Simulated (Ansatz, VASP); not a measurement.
WSe2: VASP beside Ansatz

INCAR

```
PREC = Accurate
ENCUT = 520
EDIFF = 1E-6
ISMEAR = 0
SIGMA = 0.05
LREAL = False
LASPH = True
NELM = 80
ALGO = Normal
ISIF = 2
LWAVE = False
LCHARG = False
GGA = PS
NBANDS = 20
```

The input KPOINTS:

```
Automatic mesh
0
Gamma
  12 12 2
```

The input POSCAR:

```
WSe2
1.0
    3.2702526784      0.0000000000      0.0000000000
   -1.6351263392      2.8321218963      0.0000000000
    0.0000000000      0.0000000000     16.6612169706
W Se
1 2
Direct
    0.0000000000      0.0000000000      0.0007502453
    0.3333333333      0.6666666667      0.1003992721
    0.3333333333      0.6666666667      0.8996007279
```

Input for Ansatz:

```yaml
crystal:
  lattice:
    - [3.2702526784, 0.0, 0.0]
    - [-1.6351263392, 2.8321218963, 0.0]
    - [0.0, 0.0, 16.6612169706]
  atoms:
    - { symbol: W, position: [0.0, 0.0, 0.0007502453] }
    - { symbol: Se, position: [0.3333333333, 0.6666666667, 0.1003992721] }
    - { symbol: Se, position: [0.3333333333, 0.6666666667, 0.8996007279] }
basis:
  ecutwfc: 420
kpoints:
  mp_grid: { grid: [12, 12, 2] }
hamiltonian:
  xc: pbesol
scf:
  occupations: { method: gaussian, width: 0.05 }
output:
  forces: true
  stress: true
  eigenvalues: true
```

Change from the starting cell: all W atoms moved +0.013 Å, as atom 1 along Cartesian [0 0 1].

Alike in both runs: task single point; functional PBEsol; k mesh 12 × 12 × 2; occupations gaussian, width 0.05 eV; no spin polarisation.

|  | VASP | Ansatz |
| --- | --- | --- |
| version | VASP 6.6.1 | Ansatz 0.2.0 |
| potentials or method | VASP PAW PBE potentials, release 64 (W_sv, Se), cutoff 520 eV | scalar-relativistic, plane waves, PAW |
| valence electrons in the cell | 26 | 46 |

|  | VASP | Ansatz | Ansatz less VASP |
| --- | --- | --- | --- |
| gap on the k mesh at the Fermi level (eV) | 1.69 | 1.69 | -0.001 |
| least direct gap on the mesh (eV) | 1.69 | 1.69 | +0.003 |
| rms of the force components (eV/Å) | 0.156 | 0.152 | -0.0040 |

VASP's potentials were made for PBE, not for PBEsol. Atom by atom the forces differ by 0.029 eV/Å (rms over components). The functional is the same, so the differences come from potentials, cutoffs and numerics. VASP's potentials hold 26 valence electrons a cell and Ansatz's 46, so a difference there can come from the potentials and not from the codes.

Neither program's run includes spin-orbit coupling.
